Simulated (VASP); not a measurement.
Set up this calculation in VASP 6.6.1, as the native input.

```
Task                   : relaxation of cell and atoms
Functional             : PBE
Potentials or basis    : VASP PAW PBE potentials, release 64 (Ca_sv)
Cutoff                 : 600 eV
k mesh                 : 6 × 6 × 6
Occupations            : fermi-dirac, width 0.05 eV
Spin                   : no spin polarisation
Target pressure        : 20 GPa
Dipole correction      : no
Further INCAR settings : ALGO = Normal; EDIFF = 1e-06; IBRION = 2; EDIFFG = -0.03; NSW = 80; ISIF = 3
```

The structure of Ca lies in POSCAR:

```
Ca
1.0
    3.6300000000      0.0000000000      0.0000000000
    0.0000000000      3.6300000000      0.0000000000
    0.0000000000      0.0000000000      3.6300000000
Ca
1
Direct
    0.0000000000      0.0000000000      0.0000000000
```

This isn't the form of Ca at room conditions, which is fcc.

These files were run (other wordings do the same):

INCAR

```
PREC     = Accurate       # precision mode
ENCUT    = 600            # plane-wave cutoff, eV
EDIFF    = 1E-6           # SCF threshold, eV
ISMEAR   = -1             # smearing method
SIGMA    = 0.05           # smearing width, eV
LREAL    = False          # projectors in reciprocal space
LASPH    = True           # aspherical terms in the spheres
NELM     = 80             # most SCF steps
ALGO     = Normal         # electronic algorithm
ISIF     = 3              # what is computed and relaxed
LWAVE    = False          # write WAVECAR
LCHARG   = False          # write CHGCAR
GGA      = PE             # functional
IBRION   = 2              # ionic algorithm
NSW      = 80             # ionic steps
EDIFFG   = -0.03          # ionic threshold
PSTRESS  = 200.0
```

KPOINTS

```
regular mesh
0
Gamma
  6 6 6
```

Potentials or basis: VASP PAW PBE potentials, release 64 (Ca_sv).

Command:

```console
$ cat potpaw_PBE.64/Ca_sv/POTCAR > POTCAR
$ mpirun -np 1 vasp_std > vasp.out
```

Results of the run:

* Relaxed volume: 22.87 Å³/atom
* Relaxed cell: a = 2.838 Å, b = 2.838 Å, c = 2.838 Å, α = 90.00°, β = 90.00°, γ = 90.00°
* Space group after relaxing (to 0.1 Å): Pm-3m (No. 221)
* Energy change on relaxing (the run minimises the enthalpy): +829.2 meV/atom
* Ionic steps: 7
* Pressure after relaxing: 20.0 GPa
* Band gap on the k mesh: zero (filled and empty bands touch)

Caveat: the cell is relaxed towards a set pressure, so the run minimises the enthalpy, not the energy; the volume moved by over 15 % at a fixed basis, so the end points are rough.

Run time: 69 s on 1 thread of AMD EPYC 7R43 64-Core Processor (Zen 3), on a shared host, peak memory 0.14 GiB.
